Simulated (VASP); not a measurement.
A run of VASP 6.6.1 is set up as follows.

File POSCAR:

```
Ir
1.0
    4.9090416321      0.0000000000      0.0000000000
    0.0000000000      4.9090416321      0.0000000000
    0.0000000000      0.0000000000      4.9090416321
Ir
8
Direct
    0.0000000000      1.0000000000      0.0000000000
    0.5000000000      0.5000000000      0.5000000000
    0.2500000000      0.0000000000      0.5000000000
    0.7500000000      0.0000000000      0.5000000000
    0.5000000000      0.2500000000      0.0000000000
    0.5000000000      0.7500000000      0.0000000000
    1.0000000000      0.5000000000      0.2500000000
    0.0000000000      0.5000000000      0.7500000000
```

File INCAR.step1:

```
ALGO = Normal
EDIFF = 1E-4
ENCUT = 520
GGA = PE
ISMEAR = -1
LASPH = T
LCHARG = F
LREAL = F
LWAVE = T
NBANDS = 46
NELM = 60
PREC = Accurate
SIGMA = 0.1
```

File INCAR.step2:

```
ALGO = Normal
EDIFF = 1E-6
ENCUT = 520
ISIF = 2
ISMEAR = -1
ISTART = 1
LASPH = T
LCHARG = F
LMIXTAU = T
LREAL = F
LWAVE = F
METAGGA = R2SCAN
NBANDS = 46
NELM = 60
PREC = Accurate
SIGMA = 0.1
```

Contents of KPOINTS:

```
k-points
0
Gamma
  7 7 7
```

Potentials or basis: VASP PAW PBE potentials, release 64 (Ir).

Launch:

```bash
$ cat potpaw_PBE.64/Ir/POTCAR > POTCAR
$ cp INCAR.step1 INCAR
$ mpirun -np 1 vasp_std > vasp.out
$ cp INCAR.step2 INCAR
$ mpirun -np 1 vasp_std > vasp.out
```

Problem. Predict the pressure.

Solution. 2.5 GPa.

Problem. Predict the band gap on the k mesh.

Solution. Zero (band 36 reaches 9.97 eV, above the bottom of band 37 at 9.27 eV).

Caveat: the PAW data sets were made with another functional, which shifts forces and pressure a little; spin-orbit coupling is left out, which moves the levels of the heavy elements.
